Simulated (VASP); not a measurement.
A run of VASP 6.6.1:

INCAR

```
PREC = Accurate
ENCUT = 520
EDIFF = 1E-6
ISMEAR = -1
SIGMA = 0.1
LREAL = F
LASPH = T
NELM = 100
ALGO = Normal
ISIF = 2
LWAVE = F
LCHARG = F
GGA = RP
NBANDS = 17
```

File KPOINTS:

```
regular mesh
0
Gamma
  9 9 9
```

Contents of POSCAR:

```
Hf
1.0
    0.0000000000      3.2817694820      3.2817694820
    3.2817694820      0.0000000000      3.2817694820
    3.2817694820      3.2817694820      0.0000000000
Hf
2
Direct
    0.1250000000      0.1250000000      0.1250000000
    0.8750000000      0.8750000000      0.8750000000
```

Potentials or basis: VASP PAW PBE potentials, release 64 (Hf_pv).

Launch:

```console
$ cat potpaw_PBE.64/Hf_pv/POTCAR > POTCAR
$ mpirun -np 1 vasp_std > vasp.out
```

Hardware: 1 thread of Intel(R) Xeon(R) Platinum 8259CL CPU @ 2.50GHz (Skylake/Cascade Lake), with other jobs on the host.

How long does it take, and how much memory?

Wall time 33 s on 1 thread of Intel(R) Xeon(R) Platinum 8259CL CPU @ 2.50GHz (Skylake/Cascade Lake), on a shared host, peak memory 0.21 GiB. Counts: scf iterations 12, k points 35.
